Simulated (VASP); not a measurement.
# ZrC (P6_3/mmc) in VASP: single point with r2SCAN

Aim: the single point of ZrC with r2SCAN.

All numbers are computed with VASP 6.6.1; they aren't measurements. Logs are shortened: lines on timing, memory, paths and dates and some standing lists are left out, and cuts for length are marked.

## (1) The cell of the first run

Symmetry: P6_3/mmc, No. 194, hexagonal system. Conventional cell: a = 3.391 Å, b = 3.391 Å, c = 5.290 Å, α = 90.00°, β = 90.00°, γ = 120.00°. Within 3.1 Å of Zr (site symmetry -6m2) lie 6 C at 2.36 Å. Within 3.1 Å of C (site symmetry -3m) lie 6 Zr at 2.36 Å and 2 C at 2.65 Å.

## (2) Single point, r2SCAN

File POSCAR:

```
ZrC
1.0
    3.3914762718      0.0000000000      0.0000000000
   -1.6957381359      2.9371046077      0.0000000000
    0.0000000000      0.0000000000      5.2900530000
Zr C
2 2
Direct
    0.3333333300      0.6666666700      0.2500000000
    0.6666666700      0.3333333300      0.7500000000
    0.0000000000      0.0000000000      0.0000000000
    0.0000000000      0.0000000000      0.5000000000
```

File INCAR.step1:

```
ALGO = Normal ; EDIFF = 1E-4
ENCUT = 520 ; GGA = PE
ISMEAR = 0 ; LASPH = T
LCHARG = F ; LREAL = F
LWAVE = T ; NBANDS = 24
NELM = 80 ; PREC = Accurate
SIGMA = 0.1
```

File INCAR.step2:

```
ALGO = Normal ; EDIFF = 1E-6
ENCUT = 520 ; ISIF = 2
ISMEAR = 0 ; ISTART = 1
LASPH = T ; LCHARG = T
LELF = T ; LMIXTAU = T
LREAL = F ; LVHAR = T
LWAVE = F ; METAGGA = R2SCAN
NBANDS = 24 ; NELM = 80
PREC = Accurate ; SIGMA = 0.1
```

File KPOINTS:

```
k-points
0
Gamma
  6 6 4
```

Potentials or basis: VASP PAW PBE potentials, release 64 (Zr_sv, C).

Run with:

```
> cat potpaw_PBE.64/Zr_sv/POTCAR potpaw_PBE.64/C/POTCAR > POTCAR
> cp INCAR.step1 INCAR
> mpirun -np 1 vasp_std > vasp.out
> cp INCAR.step2 INCAR
> mpirun -np 1 vasp_std > vasp.out
```

OUTCAR:

```text
EDIFF = 1E-6
   ENCUT = 520
   ISIF = 2
   ISMEAR = 0
   ISTART = 1
   LASPH = T
   LREAL = F
   METAGGA = R2SCAN
   NELM = 80
   PREC = Accurate

 ion  position               nearest neighbor table
   1  0.333  0.667  0.250-   3 2.36   4 2.36   3 2.36   4 2.36   3 2.36   4 2.36   2 3.29   2 3.29
                             2 3.29   2 3.29   2 3.29   2 3.29
   2  0.667  0.333  0.750-   3 2.36   4 2.36   3 2.36   4 2.36   3 2.36   4 2.36   1 3.29   1 3.29
                             1 3.29   1 3.29   1 3.29   1 3.29
   3  0.000  0.000  0.000-   1 2.36   2 2.36   1 2.36   2 2.36   2 2.36   1 2.36
   4  0.000  0.000  0.500-   1 2.36   2 2.36   1 2.36   2 2.36   2 2.36   1 2.36

  LATTYP: Found a hexagonal cell.
 ALAT       =     3.3914762718
 C/A-ratio  =     1.5598083478

  Lattice vectors:

 A1 = (   3.3914762718,   0.0000000000,   0.0000000000)
 A2 = (  -1.6957381359,   2.9371046077,   0.0000000000)
 A3 = (   0.0000000000,   0.0000000000,   5.2900530000)

Analysis of symmetry for initial positions (statically):
=====================================================================
 Subroutine PRICEL returns:
 Original cell was already a primitive cell.

 Routine SETGRP: Setting up the symmetry group for a
 hexagonal supercell.

 Subroutine GETGRP returns: Found 24 space group operations
 (whereof 12 operations were pure point group operations)
 out of a pool of 24 trial point group operations.

The static configuration has the point symmetry D_3d.
 The point group associated with its full space group is D_6h.

Analysis of symmetry for dynamics (positions and initial velocities):
=====================================================================
 Subroutine PRICEL returns:
 Original cell was already a primitive cell.

 Routine SETGRP: Setting up the symmetry group for a
 hexagonal supercell.

 Subroutine GETGRP returns: Found 24 space group operations
 (whereof 12 operations were pure point group operations)
 out of a pool of 24 trial point group operations.

The dynamic configuration has the point symmetry D_3d.
 The point group associated with its full space group is D_6h.

 Subroutine INISYM returns: Found 24 space group operations
 (whereof 12 operations are pure point group operations),
 and found     1 'primitive' translations

----------------------------------------------------------------------------------------

                                     Primitive cell

  volume of cell :      52.6949

  direct lattice vectors                    reciprocal lattice vectors
     3.391476272  0.000000000  0.000000000     0.294856847  0.170235680  0.000000000
    -1.695738136  2.937104608  0.000000000     0.000000000  0.340471360  0.000000000
     0.000000000  0.000000000  5.290053000     0.000000000  0.000000000  0.189034023

  length of vectors
     3.391476272  3.391476272  5.290053000     0.340471360  0.340471360  0.189034023

  position of ions in fractional coordinates (direct lattice)
     0.333333330  0.666666670  0.250000000
     0.666666670  0.333333330  0.750000000
     0.000000000  0.000000000  0.000000000
     0.000000000  0.000000000  0.500000000

  ion indices of the primitive-cell ions
   primitive index   ion index
                 1           1
                 2           2
                 3           3
                 4           4

----------------------------------------------------------------------------------------

 KPOINTS: k-points

Automatic generation of k-mesh.
 Grid dimensions read from file:
 generate k-points for:    6    6    4

 Generating k-lattice:

  Cartesian coordinates                     Fractional coordinates (reciprocal lattice)
     0.049142808  0.028372613  0.000000000     0.166666667 -0.000000000  0.000000000
     0.000000000  0.056745227  0.000000000     0.000000000  0.166666667  0.000000000
     0.000000000  0.000000000  0.047258506     0.000000000  0.000000000  0.250000000

  Length of vectors
     0.056745227  0.056745227  0.047258506

  Shift w.r.t. Gamma in fractional coordinates (k-lattice)
     0.000000000  0.000000000  0.000000000

 Subroutine IBZKPT returns following result:
 ===========================================

 Found     21 irreducible k-points:

 Following reciprocal coordinates:
            Coordinates               Weight
  0.000000  0.000000  0.000000      1.000000
  0.166667  0.000000  0.000000      6.000000
  0.333333  0.000000  0.000000      6.000000
  0.500000  0.000000  0.000000      3.000000
  0.166667  0.166667  0.000000      6.000000
  0.333333  0.166667  0.000000     12.000000
[... 13 lines left out ...]
  0.333333  0.166667  0.500000     12.000000
  0.333333  0.333333  0.500000      2.000000
   k-points           NKPTS =     21   k-points in BZ     NKDIM =     21   number of bands    NBANDS=     24
   number of dos      NEDOS =    301   number of ions     NIONS =      4
   total plane-waves  NPLWV =  31360
   dimension x,y,z NGX =    28 NGY =   28 NGZ =   40
   dimension x,y,z NGXF=    56 NGYF=   56 NGZF=   80
   ions per type =               2   2
   NGX,Y,Z   is equivalent  to a cutoff of  13.73, 13.73, 12.57 a.u.
   NGXF,Y,Z  is equivalent  to a cutoff of  27.45, 27.45, 25.14 a.u.
 SYSTEM =  unknown system
   PREC   = accura    normal or accurate (medium, high low for compatibility)
   ISTART =      1    job   : 0-new  1-cont  2-samecut
   ICHARG =      0    charge: 1-file 2-atom 10-const
   ISPIN  =      1    spin polarized calculation?
   LNONCOLLINEAR =      F non collinear calculations
   LSORBIT =      F    spin-orbit coupling
   LASPH  =      T    aspherical Exc in radial PAW
   ENCUT  =  520.0 eV  38.22 Ry    6.18 a.u.   6.31  6.31  9.84*2*pi/ulx,y,z
   NELM   =     80;   NELMIN=  2; NELMDL=  0     # of ELM steps
   EDIFF  = 0.1E-05   stopping-criterion for ELM
   LREAL  =      F    real-space projection
   EDIFFG = 0.1E-04   stopping-criterion for IOM
   NSW    =      0    number of steps for IOM
   IBRION =     -1    ionic relax: 0-MD 1-quasi-New 2-CG
   NFREE  =      0    steps in history (QN), initial steepest desc. (CG)
   ISIF   =      2    stress and relaxation
   ISYM   =      2    0-nonsym 1-usesym 2-fastsym
   POTIM  = 0.5000    time-step for ionic-motion
   TEBEG  =    0.0;   TEEND  =   0.0 temperature during run
   PSTRESS=    0.0 pullay stress
   NELECT =      32.0000    total number of electrons
   NUPDOWN=      -1.0000    fix difference up-down
   EMIN   =  10.00;   EMAX   =-10.00  energy-range for DOS
   EFERMI =   0.00;   METHOD = LEGACY
   ISMEAR =     0;   SIGMA  =   0.10  broadening in eV -4-tet -1-fermi 0-gaus
   EFERMI_NEDOS =   21; number of points for ismear=-14 and -15
   IALGO  =     38    algorithm
   IMIX   =      4    mixing-type and parameters
     AMIX     =   0.40;   BMIX     =  1.00
     AMIX_MAG =   1.60;   BMIX_MAG =  1.00
  volume/ion in A,a.u.               =      13.17        88.90
  Fermi-wavevector in a.u.,A,eV,Ry     =   1.386337  2.619797 26.149441  1.921930
  Thomas-Fermi vector in A             =   2.510662
   LORBIT       =      0    0 simple, 1 ext, 2 COOP (PROOUT), +10 PAW based schemes
   METAGGA = R2SCAN    functional components
   LHFCALC =     F    Hartree Fock is set to
   AEXX    =    0.0000 exact exchange contribution
   IVDW    =     0    specifies the selected vdW correction
   LEPSILON=     F    determine dielectric tensor
   LRPA    =     F    only Hartree local field effects (RPA)
 non-spin polarized calculation
 Gauss-broadening in eV      SIGMA  =   0.10
  energy-cutoff  :      520.00
  volume of cell :       52.69
 maximum number of plane-waves:      1444
 NGX is ok and might be reduce to    28
   NGX = 13   NGY = 13   NGZ = 19

 number of electron      32.0000001 magnetization

 Free energy of the ion-electron system (eV)
  ---------------------------------------------------
  ext. energy  EPLUGINS =         0.00000000
  ---------------------------------------------------
  free energy    TOTEN  =       -68.64589599 eV

  energy without entropy =      -68.64171390  energy(sigma->0) =      -68.64380495

 E-fermi :   9.6149     XC(G=0): -12.8885

 val. band max:        9.5687961846   @ k =   0.1667   0.1667   0.2500
 cond. band min:       9.7608609100   @ k =   0.1667   0.0000   0.0000
 fundamental gap:      0.1920647253
 Fermi energy:         9.6149439358

 k-point     1 :       0.0000    0.0000    0.0000
  band No.  band energies     occupation
      1     -40.2931      2.00000
      2     -40.1743      2.00000
      3     -18.1586      2.00000
      4     -17.4390      2.00000
      5     -17.4390      2.00000
      6     -17.3430      2.00000
[... 16 lines left out ...]
     23      14.5204      0.00000
     24      17.6121      0.00000

 k-point     2 :       0.1667    0.0000    0.0000
  band No.  band energies     occupation
      1     -40.2720      2.00000
      2     -40.1672      2.00000
      3     -18.0777      2.00000
      4     -17.5983      2.00000
      5     -17.4964      2.00000
      6     -17.4811      2.00000
[... 16 lines left out ...]
     23      15.7105      0.00000
     24      16.3810      0.00000

 k-point     3 :       0.3333    0.0000    0.0000
  band No.  band energies     occupation
      1     -40.2255      2.00000
      2     -40.1571      2.00000
      3     -17.9183      2.00000
      4     -17.8820      2.00000
      5     -17.7308      2.00000
      6     -17.5928      2.00000
[... 16 lines left out ...]
     23      15.6506      0.00000
     24      16.2102      0.00000

 k-point     4 :       0.5000    0.0000    0.0000
  band No.  band energies     occupation
      1     -40.1965      2.00000
      2     -40.1577      2.00000
      3     -18.0736      2.00000
      4     -17.8489      2.00000
      5     -17.7374      2.00000
      6     -17.6369      2.00000
[... 16 lines left out ...]
     23      14.9256      0.00000
     24      15.5860      0.00000

 k-point     5 :       0.1667    0.1667    0.0000
  band No.  band energies     occupation
      1     -40.2380      2.00000
      2     -40.1588      2.00000
      3     -17.9380      2.00000
      4     -17.7831      2.00000
      5     -17.7300      2.00000
      6     -17.5155      2.00000
[... 16 lines left out ...]
     23      15.8274      0.00000
     24      15.9713      0.00000

 k-point     6 :       0.3333    0.1667    0.0000
  band No.  band energies     occupation
      1     -40.1968      2.00000
      2     -40.1575      2.00000
      3     -18.0094      2.00000
      4     -17.8072      2.00000
      5     -17.7424      2.00000
      6     -17.6626      2.00000
[... 16 lines left out ...]
     23      15.8743      0.00000
     24      16.2503      0.00000
[... 298 lines left out ...]
 k-point    18 :       0.5000    0.0000    0.5000
  band No.  band energies     occupation
      1     -40.1771      2.00000
      2     -40.1771      2.00000
      3     -18.0885      2.00000
      4     -18.0885      2.00000
      5     -17.5168      2.00000
      6     -17.5168      2.00000
[... 16 lines left out ...]
     23      17.0199      0.00000
     24      17.0199      0.00000

 k-point    19 :       0.1667    0.1667    0.5000
  band No.  band energies     occupation
      1     -40.1985      2.00000
      2     -40.1985      2.00000
      3     -17.8907      2.00000
      4     -17.8907      2.00000
      5     -17.5429      2.00000
      6     -17.5429      2.00000
[... 16 lines left out ...]
     23      16.6849      0.00000
     24      16.6849      0.00000

 k-point    20 :       0.3333    0.1667    0.5000
  band No.  band energies     occupation
      1     -40.1771      2.00000
      2     -40.1771      2.00000
      3     -18.0155      2.00000
      4     -18.0155      2.00000
      5     -17.6505      2.00000
      6     -17.6505      2.00000
[... 16 lines left out ...]
     23      16.7043      0.00000
     24      16.7043      0.00000

 k-point    21 :       0.3333    0.3333    0.5000
  band No.  band energies     occupation
      1     -40.1699      2.00000
      2     -40.1699      2.00000
      3     -17.9314      2.00000
      4     -17.9314      2.00000
      5     -17.8341      2.00000
      6     -17.8341      2.00000
[... 16 lines left out ...]
     23      16.7453      0.00000
     24      16.7453      0.00000

------------------------ aborting loop because EDIFF is reached ----------------------------------------

  FORCE on cell =-STRESS in cart. coord.  units (eV):
  Direction    XX          YY          ZZ          XY          YZ          ZX
  --------------------------------------------------------------------------------------
  -------------------------------------------------------------------------------------
  Total       -1.2728753     -1.2728753      0.5276339      0.0000000      0.0000000      0.0000000
  in kB      -38.7015365    -38.7015365     16.0426108      0.0000000      0.0000000      0.0000000
  external PRESSURE =     -20.4534874 kB  Pullay stress =       0.0000000 kB

 VOLUME and BASIS-vectors are now :
 -----------------------------------------------------------------------------
  energy-cutoff  :      520.00
  volume of cell :       52.69
      direct lattice vectors                 reciprocal lattice vectors
     3.391476272  0.000000000  0.000000000     0.294856847  0.170235680  0.000000000
    -1.695738136  2.937104608  0.000000000     0.000000000  0.340471360  0.000000000
     0.000000000  0.000000000  5.290053000     0.000000000  0.000000000  0.189034023

 POSITION                                       TOTAL-FORCE (eV/Angst)
 -----------------------------------------------------------------------------------
     -0.00000      1.95807      1.32251         0.000000     -0.000000      0.000000
      1.69574      0.97903      3.96754        -0.000000      0.000000      0.000000
      0.00000      0.00000      0.00000         0.000000     -0.000000      0.000000
      0.00000      0.00000      2.64503         0.000000     -0.000000      0.000000
 -----------------------------------------------------------------------------------
    total drift:                               -0.000012      0.000007     -0.000000

  FREE ENERGIE OF THE ION-ELECTRON SYSTEM (eV)
  ---------------------------------------------------
  free  energy   TOTEN  =       -68.6458959945 eV

  energy  without entropy=      -68.6417138961  energy(sigma->0) =      -68.64380495
```

Run time: 1.9 min. Hardware: 1 thread of Intel Xeon Platinum 8259CL at 2.50GHz (Skylake/Cascade Lake), shared host; peak memory 0.18 GiB.

Results:

```yaml
Free_energy: -68.6459 eV
Pressure: -2.0 GPa
Band_gap_on_the_k_mesh: zero (band 16 reaches 11.00 eV, above the bottom of band 17 at 9.57 eV)
```

Levels at points of the mesh, in eV from the Fermi level:
| k point | band 13 | band 14 | band 15 | band 16 | band 17 | band 18 | band 19 | band 20 |
| --- | --- | --- | --- | --- | --- | --- | --- | --- |
| (0.00, 0.00, 0.00) | -2.78 | -1.05 | -1.05 | 1.38 | 1.62 | 1.62 | 2.00 | 2.00 |
| (0.50, 0.00, 0.00) | -3.19 | -2.83 | -1.23 | -0.73 | 1.81 | 4.57 | 4.67 | 4.74 |
| (0.00, 0.00, 0.50) | -2.37 | -2.37 | -2.37 | -2.37 | 3.78 | 3.78 | 3.78 | 3.78 |
| (0.50, 0.00, 0.50) | -2.59 | -2.59 | -2.08 | -2.08 | 1.81 | 1.81 | 4.45 | 4.45 |

Caveat: the PAW data sets were made with another functional, which shifts forces and pressure a little.
